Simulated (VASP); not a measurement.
# BiB (P6_3/mmc) in VASP: further runs

The runs below take BiB through single point, with PBE.

Everything below comes from runs of VASP 6.6.1. Logs are shortened: lines on timing, memory, paths and dates and some standing lists are left out, and cuts for length are marked.

## 1. The cell of the first run

Symmetry: P6_3/mmc, No. 194, hexagonal system. The conventional cell has a = 3.774 Å, b = 3.774 Å, c = 6.063 Å, α = 90.00°, β = 90.00°, γ = 120.00°. B (site symmetry -3m) has 6 Bi at 2.65 Å and 2 B at 3.03 Å within 3.5 Å. Within 3.5 Å of Bi (site symmetry -6m2) lie 6 B at 2.65 Å.

## 2. Single point, PBE

Input file INCAR:

```
SYSTEM = BiB
  PREC = Accurate
  ENCUT = 520
  EDIFF = 1E-6
  ISMEAR = -1
  SIGMA = 0.02
  LREAL = .FALSE.
  LASPH = .TRUE.
  NELM = 100
  ALGO = Normal
  ISIF = 2
  LWAVE = .FALSE.
  LCHARG = .FALSE.
  GGA = PE
  NBANDS = 26
```

Input file KPOINTS:

```
regular mesh
0
G
  12 12 4
  0 0 0
```

Input file POSCAR:

```
BiB
1.0
    3.7741677084      0.0000000000      0.0000000000
   -1.8870838542      3.2685251136      0.0000000000
    0.0000000000      0.0000000000      6.0627271688
B Bi
2 2
Direct
    0.0000000000      0.0000000000      0.0000000000
    0.0000000000      0.0000000000      0.5000000000
    0.3333333333      0.6666666667      0.2500000000
    0.6666666667      0.3333333333      0.7500000000
```

Potentials or basis: VASP PAW PBE potentials, release 64 (B, Bi_d).

Run with:

```console
$ cat potpaw_PBE.64/B/POTCAR potpaw_PBE.64/Bi_d/POTCAR > POTCAR
$ mpirun -np 1 vasp_std > vasp.out
```

OUTCAR:

```text
SYSTEM = BiB
   PREC = Accurate
   ENCUT = 520
   EDIFF = 1E-6
   ISMEAR = -1
   LREAL = .FALSE.
   LASPH = .TRUE.
   NELM = 100
   ISIF = 2
   GGA = PE

 ion  position               nearest neighbor table
   1  0.000  0.000  0.000-   3 2.65   4 2.65   3 2.65   4 2.65   4 2.65   3 2.65
   2  0.000  0.000  0.500-   3 2.65   4 2.65   3 2.65   4 2.65   4 2.65   3 2.65
   3  0.333  0.667  0.250-   1 2.65   2 2.65   1 2.65   2 2.65   1 2.65   2 2.65   4 3.73   4 3.73
                             4 3.73   4 3.73   4 3.73   4 3.73
   4  0.667  0.333  0.750-   1 2.65   2 2.65   1 2.65   2 2.65   1 2.65   2 2.65   3 3.73   3 3.73
                             3 3.73   3 3.73   3 3.73   3 3.73

  LATTYP: Found a hexagonal cell.
 ALAT       =     3.7741677084
 C/A-ratio  =     1.6063746069

  Lattice vectors:

 A1 = (   3.7741677084,   0.0000000000,   0.0000000000)
 A2 = (  -1.8870838542,   3.2685251136,   0.0000000000)
 A3 = (   0.0000000000,   0.0000000000,   6.0627271688)

Analysis of symmetry for initial positions (statically):
=====================================================================
 Subroutine PRICEL returns:
 Original cell was already a primitive cell.

 Routine SETGRP: Setting up the symmetry group for a
 hexagonal supercell.

 Subroutine GETGRP returns: Found 24 space group operations
 (whereof 12 operations were pure point group operations)
 out of a pool of 24 trial point group operations.

The static configuration has the point symmetry D_3d.
 The point group associated with its full space group is D_6h.

Analysis of symmetry for dynamics (positions and initial velocities):
=====================================================================
 Subroutine PRICEL returns:
 Original cell was already a primitive cell.

 Routine SETGRP: Setting up the symmetry group for a
 hexagonal supercell.

 Subroutine GETGRP returns: Found 24 space group operations
 (whereof 12 operations were pure point group operations)
 out of a pool of 24 trial point group operations.

The dynamic configuration has the point symmetry D_3d.
 The point group associated with its full space group is D_6h.

 Subroutine INISYM returns: Found 24 space group operations
 (whereof 12 operations are pure point group operations),
 and found     1 'primitive' translations

----------------------------------------------------------------------------------------

                                     Primitive cell

  volume of cell :      74.7896

  direct lattice vectors                    reciprocal lattice vectors
[... 86 lines left out ...]
   LNONCOLLINEAR =      F non collinear calculations
   LSORBIT =      F    spin-orbit coupling
   LASPH  =      T    aspherical Exc in radial PAW
   ENCUT  =  520.0 eV  38.22 Ry    6.18 a.u.   7.02  7.02 11.27*2*pi/ulx,y,z
   NELM   =    100;   NELMIN=  2; NELMDL= -5     # of ELM steps
   EDIFF  = 0.1E-05   stopping-criterion for ELM
   LREAL  =      F    real-space projection
   EDIFFG = 0.1E-04   stopping-criterion for IOM
   NSW    =      0    number of steps for IOM
   IBRION =     -1    ionic relax: 0-MD 1-quasi-New 2-CG
   NFREE  =      0    steps in history (QN), initial steepest desc. (CG)
   ISIF   =      2    stress and relaxation
   ISYM   =      2    0-nonsym 1-usesym 2-fastsym
   POTIM  = 0.5000    time-step for ionic-motion
   TEBEG  =    0.0;   TEEND  =   0.0 temperature during run
   PSTRESS=    0.0 pullay stress
   NELECT =      36.0000    total number of electrons
   NUPDOWN=      -1.0000    fix difference up-down
   EMIN   =  10.00;   EMAX   =-10.00  energy-range for DOS
   EFERMI =   0.00;   METHOD = LEGACY
   ISMEAR =    -1;   SIGMA  =   0.02  broadening in eV -4-tet -1-fermi 0-gaus
   EFERMI_NEDOS =   21; number of points for ismear=-14 and -15
   IALGO  =     38    algorithm
   IMIX   =      4    mixing-type and parameters
     AMIX     =   0.40;   BMIX     =  1.00
     AMIX_MAG =   1.60;   BMIX_MAG =  1.00
  volume/ion in A,a.u.               =      18.70       126.18
  Fermi-wavevector in a.u.,A,eV,Ry     =   1.283006  2.424530 22.396606  1.646104
  Thomas-Fermi vector in A             =   2.415284
   LORBIT       =      0    0 simple, 1 ext, 2 COOP (PROOUT), +10 PAW based schemes
   GGA     = PE    functional components
   LHFCALC =     F    Hartree Fock is set to
   AEXX    =    0.0000 exact exchange contribution
   IVDW    =     0    specifies the selected vdW correction
   LEPSILON=     F    determine dielectric tensor
   LRPA    =     F    only Hartree local field effects (RPA)
 non-spin polarized calculation
  energy-cutoff  :      520.00
  volume of cell :       74.79
 maximum number of plane-waves:      2040
 NGX is ok and might be reduce to    28
   NGX = 13   NGY = 13   NGZ = 23

 number of electron      36.0000007 magnetization

 Free energy of the ion-electron system (eV)
  ---------------------------------------------------
  ext. energy  EPLUGINS =         0.00000000
  ---------------------------------------------------
  free energy    TOTEN  =       -16.14792897 eV

  energy without entropy =      -16.14568184  energy(sigma->0) =      -16.14680540

 E-fermi :   8.1000     XC(G=0): -10.8161

 val. band max:        8.0824371527   @ k =   0.4167   0.0833   0.0000
 cond. band min:       8.1575997379   @ k =   0.1667   0.0833   0.2500
 fundamental gap:      0.0751625852
 Fermi energy:         8.1000333216

 k-point     1 :       0.0000    0.0000    0.0000
  band No.  band energies     occupation
      1     -14.9086      2.00000
      2     -14.9086      2.00000
      3     -14.8964      2.00000
      4     -14.8964      2.00000
      5     -14.8918      2.00000
      6     -14.8881      2.00000
[... 685 lines left out ...]
     25      14.6445      0.00000
     26      15.5011      0.00000

 [... further k-points ...]
[... 5 lines left out ...]
  --------------------------------------------------------------------------------------
  -------------------------------------------------------------------------------------
  Total        0.4327031      0.4327031      0.2428036     -0.0000000      0.0000000      0.0000000
  in kB        9.2695692      9.2695692      5.2014519     -0.0000000      0.0000000      0.0000000
  external PRESSURE =       7.9135301 kB  Pullay stress =       0.0000000 kB

 VOLUME and BASIS-vectors are now :
 -----------------------------------------------------------------------------
  energy-cutoff  :      520.00
  volume of cell :       74.79
      direct lattice vectors                 reciprocal lattice vectors
     3.774167708  0.000000000  0.000000000     0.264959079  0.152974196  0.000000000
    -1.887083854  3.268525114  0.000000000     0.000000000  0.305948391  0.000000000
     0.000000000  0.000000000  6.062727169     0.000000000  0.000000000  0.164942273

 POSITION                                       TOTAL-FORCE (eV/Angst)
 -----------------------------------------------------------------------------------
      0.00000      0.00000      0.00000        -0.000000      0.000000      0.000000
      0.00000      0.00000      3.03136        -0.000000      0.000000      0.000000
     -0.00000      2.17902      1.51568        -0.000000     -0.000000      0.000000
      1.88708      1.08951      4.54705         0.000000      0.000000     -0.000000
 -----------------------------------------------------------------------------------
    total drift:                                0.000000     -0.000000      0.000000

  FREE ENERGIE OF THE ION-ELECTRON SYSTEM (eV)
  ---------------------------------------------------
  free  energy   TOTEN  =       -16.1479289678 eV

  energy  without entropy=      -16.1456818351  energy(sigma->0) =      -16.14680540
```

OSZICAR:

```text
N       E                     dE             d eps       ncg     rms          rms(c)
DAV:   1     0.348123018513E+03    0.34812E+03   -0.18773E+04  2964   0.168E+03
DAV:   2     0.153479604841E+02   -0.33278E+03   -0.32421E+03  3014   0.434E+02
DAV:   3    -0.157930356498E+02   -0.31141E+02   -0.30539E+02  3820   0.142E+02
DAV:   4    -0.168939001939E+02   -0.11009E+01   -0.10945E+01  3484   0.273E+01
DAV:   5    -0.169418918025E+02   -0.47992E-01   -0.47979E-01  4374   0.545E+00    0.382E+00
DAV:   6    -0.161527125778E+02    0.78918E+00   -0.16917E+00  3904   0.804E+00    0.123E+00
DAV:   7    -0.161501430616E+02    0.25695E-02   -0.31417E-01  3720   0.230E+00    0.678E-01
DAV:   8    -0.161492022973E+02    0.94076E-03   -0.24542E-02  3556   0.150E+00    0.147E-01
DAV:   9    -0.161478755430E+02    0.13268E-02   -0.41100E-03  3792   0.561E-01    0.462E-02
DAV:  10    -0.161479366467E+02   -0.61104E-04   -0.89284E-04  3650   0.207E-01    0.259E-02
DAV:  11    -0.161479361513E+02    0.49549E-06   -0.18826E-04  3850   0.105E-01    0.119E-02
DAV:  12    -0.161479289342E+02    0.72171E-05   -0.25981E-05  3100   0.344E-02    0.133E-03
DAV:  13    -0.161479289678E+02   -0.33569E-07   -0.16007E-06  2354   0.101E-02
   1 F= -.16147929E+02 E0= -.16146805E+02  d E =-.224713E-02
```

stdout:

```text
POSCAR found type information on POSCAR B Bi
 POSCAR found :  2 types and       4 ions
 scaLAPACK will be used
 LDA part: xc-table for (Slater+PW92), standard interpolation
 POSCAR, INCAR and KPOINTS ok, starting setup
 FFT: planning ... GRIDC
 FFT: planning ... GRID_SOFT
 FFT: planning ... GRID
 WAVECAR not read
 entering main loop
```

It took 50 s on 1 thread of Intel Xeon Platinum 8488C (Sapphire Rapids), shared host; peak memory 0.23 GiB.

What came out:

- Free energy: -16.1479 eV
- Pressure: 0.8 GPa
- Band gap on the k mesh: zero (band 18 reaches 9.47 eV, above the bottom of band 19 at 4.90 eV)

Stress tensor (GPa, compression positive):
```
0.93 0.00 0.00
0.00 0.93 0.00
0.00 0.00 0.52
```

Levels at points of the mesh, in eV from the Fermi level:
| k point | band 15 | band 16 | band 17 | band 18 | band 19 | band 20 | band 21 | band 22 |
| --- | --- | --- | --- | --- | --- | --- | --- | --- |
| (0.00, 0.00, 0.00) | -0.63 | -0.63 | 0.65 | 1.37 | 1.37 | 1.48 | 1.48 | 1.64 |
| (0.50, 0.00, 0.00) | -5.26 | -4.42 | -3.09 | 0.86 | 0.93 | 1.60 | 1.93 | 2.13 |
| (0.00, 0.00, 0.50) | -0.07 | -0.07 | -0.07 | -0.07 | 0.89 | 0.89 | 3.58 | 3.58 |
| (0.50, 0.00, 0.50) | -1.95 | -1.95 | -1.76 | -1.76 | -1.10 | -1.10 | 3.08 | 3.08 |

Caveat: spin-orbit coupling is left out, which moves the levels of the heavy elements.

## 3. Single point, PBE

This run uses another cell than the first one, of 18.90 Å³/atom, 1.011 times its volume.

Input file INCAR:

```
ALGO     = Normal         # electronic algorithm
EDIFF    = 1E-7           # SCF threshold, eV
ENCUT    = 520            # plane-wave cutoff, eV
GGA      = PE             # functional
ISIF     = 2              # what is computed and relaxed
ISMEAR   = -1             # smearing method
LASPH    = T              # aspherical terms in the spheres
LCHARG   = F              # write CHGCAR
LREAL    = F              # projectors in reciprocal space
LWAVE    = F              # write WAVECAR
NBANDS   = 26             # bands
NELM     = 100            # most SCF steps
PREC     = Accurate       # precision mode
SIGMA    = 0.02           # smearing width, eV
```

Input file KPOINTS:

```
k-points
0
Gamma
  12 12 4
```

Input file POSCAR:

```
BiB
1.0
    3.7933240901      0.0000000000      0.0000000000
   -1.8966620450      3.2851150268      0.0000000000
    0.0000000000      0.0000000000      6.0658718117
B Bi
2 2
Direct
    0.0000000000      0.0000000000      0.0000000000
    0.0000000000      0.0000000000      0.5000000000
    0.3333333333      0.6666666667      0.2500000000
    0.6666666667      0.3333333333      0.7500000000
```

Potentials or basis: VASP PAW PBE potentials, release 64 (B, Bi_d).

Run with:

```console
$ cat potpaw_PBE.64/B/POTCAR potpaw_PBE.64/Bi_d/POTCAR > POTCAR
$ mpirun -np 1 vasp_std > vasp.out
```

OUTCAR:

```text
EDIFF = 1E-7
   ENCUT = 520
   GGA = PE
   ISIF = 2
   ISMEAR = -1
   LASPH = T
   LREAL = F
   NELM = 100
   PREC = Accurate

 ion  position               nearest neighbor table
   1  0.000  0.000  0.000-   3 2.66   4 2.66   3 2.66   4 2.66   4 2.66   3 2.66
   2  0.000  0.000  0.500-   3 2.66   4 2.66   3 2.66   4 2.66   4 2.66   3 2.66
   3  0.333  0.667  0.250-   1 2.66   2 2.66   1 2.66   2 2.66   1 2.66   2 2.66   4 3.74   4 3.74
                             4 3.74   4 3.74   4 3.74   4 3.74
   4  0.667  0.333  0.750-   1 2.66   2 2.66   1 2.66   2 2.66   1 2.66   2 2.66   3 3.74   3 3.74
                             3 3.74   3 3.74   3 3.74   3 3.74

  LATTYP: Found a hexagonal cell.
 ALAT       =     3.7933240901
 C/A-ratio  =     1.5990913688

  Lattice vectors:

 A1 = (   3.7933240901,   0.0000000000,   0.0000000000)
 A2 = (  -1.8966620450,   3.2851150268,   0.0000000000)
 A3 = (   0.0000000000,   0.0000000000,   6.0658718117)

Analysis of symmetry for initial positions (statically):
=====================================================================
 Subroutine PRICEL returns:
 Original cell was already a primitive cell.

 Routine SETGRP: Setting up the symmetry group for a
 hexagonal supercell.

 Subroutine GETGRP returns: Found 24 space group operations
 (whereof 12 operations were pure point group operations)
 out of a pool of 24 trial point group operations.

The static configuration has the point symmetry D_3d.
 The point group associated with its full space group is D_6h.

Analysis of symmetry for dynamics (positions and initial velocities):
=====================================================================
 Subroutine PRICEL returns:
 Original cell was already a primitive cell.

 Routine SETGRP: Setting up the symmetry group for a
 hexagonal supercell.

 Subroutine GETGRP returns: Found 24 space group operations
[... 118 lines left out ...]
   PSTRESS=    0.0 pullay stress
   NELECT =      36.0000    total number of electrons
   NUPDOWN=      -1.0000    fix difference up-down
   EMIN   =  10.00;   EMAX   =-10.00  energy-range for DOS
   EFERMI =   0.00;   METHOD = LEGACY
   ISMEAR =    -1;   SIGMA  =   0.02  broadening in eV -4-tet -1-fermi 0-gaus
   EFERMI_NEDOS =   21; number of points for ismear=-14 and -15
   IALGO  =     38    algorithm
   IMIX   =      4    mixing-type and parameters
     AMIX     =   0.40;   BMIX     =  1.00
     AMIX_MAG =   1.60;   BMIX_MAG =  1.00
  volume/ion in A,a.u.               =      18.90       127.53
  Fermi-wavevector in a.u.,A,eV,Ry     =   1.278462  2.415942 22.238239  1.634464
  Thomas-Fermi vector in A             =   2.411003
   LORBIT       =      0    0 simple, 1 ext, 2 COOP (PROOUT), +10 PAW based schemes
   GGA     = PE    functional components
   LHFCALC =     F    Hartree Fock is set to
   AEXX    =    0.0000 exact exchange contribution
   IVDW    =     0    specifies the selected vdW correction
   LEPSILON=     F    determine dielectric tensor
   LRPA    =     F    only Hartree local field effects (RPA)
 non-spin polarized calculation
  energy-cutoff  :      520.00
  volume of cell :       75.59
 maximum number of plane-waves:      2049
   NGX = 15   NGY = 15   NGZ = 23

 number of electron      36.0000005 magnetization

 Free energy of the ion-electron system (eV)
  ---------------------------------------------------
  ext. energy  EPLUGINS =         0.00000000
  ---------------------------------------------------
  free energy    TOTEN  =       -16.15060780 eV

  energy without entropy =      -16.14874291  energy(sigma->0) =      -16.14967536

 E-fermi :   7.9695     XC(G=0): -10.7658

 val. band max:        7.9572366443   @ k =   0.4167   0.0833   0.0000
 cond. band min:       8.0489078561   @ k =   0.1667   0.0833   0.2500
 fundamental gap:      0.0916712118
 Fermi energy:         7.9694657749

 k-point     1 :       0.0000    0.0000    0.0000
  band No.  band energies     occupation
      1     -15.0309      2.00000
      2     -15.0309      2.00000
      3     -15.0191      2.00000
      4     -15.0191      2.00000
      5     -15.0150      2.00000
      6     -15.0117      2.00000
[... 685 lines left out ...]
     25      14.4434      0.00000
     26      15.2757      0.00000

 [... further k-points ...]
[... 5 lines left out ...]
  --------------------------------------------------------------------------------------
  -------------------------------------------------------------------------------------
  Total        0.0009419      0.0009419     -0.0084058      0.0000000      0.0000000     -0.0000000
  in kB        0.0199634      0.0199634     -0.1781670      0.0000000      0.0000000     -0.0000000
  external PRESSURE =      -0.0460801 kB  Pullay stress =       0.0000000 kB

 VOLUME and BASIS-vectors are now :
 -----------------------------------------------------------------------------
  energy-cutoff  :      520.00
  volume of cell :       75.59
      direct lattice vectors                 reciprocal lattice vectors
     3.793324090  0.000000000  0.000000000     0.263621029  0.152201672  0.000000000
    -1.896662045  3.285115027  0.000000000     0.000000000  0.304403344  0.000000000
     0.000000000  0.000000000  6.065871812     0.000000000  0.000000000  0.164856764

 POSITION                                       TOTAL-FORCE (eV/Angst)
 -----------------------------------------------------------------------------------
      0.00000      0.00000      0.00000        -0.000000      0.000000      0.000000
      0.00000      0.00000      3.03294        -0.000000      0.000000      0.000000
     -0.00000      2.19008      1.51647         0.000000      0.000000      0.000000
      1.89666      1.09504      4.54940         0.000000     -0.000000     -0.000000
 -----------------------------------------------------------------------------------
    total drift:                                0.000000     -0.000000     -0.000000

  FREE ENERGIE OF THE ION-ELECTRON SYSTEM (eV)
  ---------------------------------------------------
  free  energy   TOTEN  =       -16.1506078017 eV

  energy  without entropy=      -16.1487429096  energy(sigma->0) =      -16.14967536
```

stdout:

```text
POSCAR found type information on POSCAR B Bi
 POSCAR found :  2 types and       4 ions
 scaLAPACK will be used
 LDA part: xc-table for (Slater+PW92), standard interpolation
 POSCAR, INCAR and KPOINTS ok, starting setup
 FFT: planning ... GRIDC
 FFT: planning ... GRID_SOFT
 FFT: planning ... GRID
 WAVECAR not read
 entering main loop
```

Run time: 53 s. Hardware: 1 thread of Intel Xeon Platinum 8488C (Sapphire Rapids), shared host; peak memory 0.24 GiB.

What came out:

```yaml
Free_energy: -16.1506 eV
Pressure: 0.0 GPa
Band_gap_on_the_k_mesh: zero (band 18 reaches 9.34 eV, above the bottom of band 19 at 4.82 eV)
```

Caveat: spin-orbit coupling is left out, which moves the levels of the heavy elements.
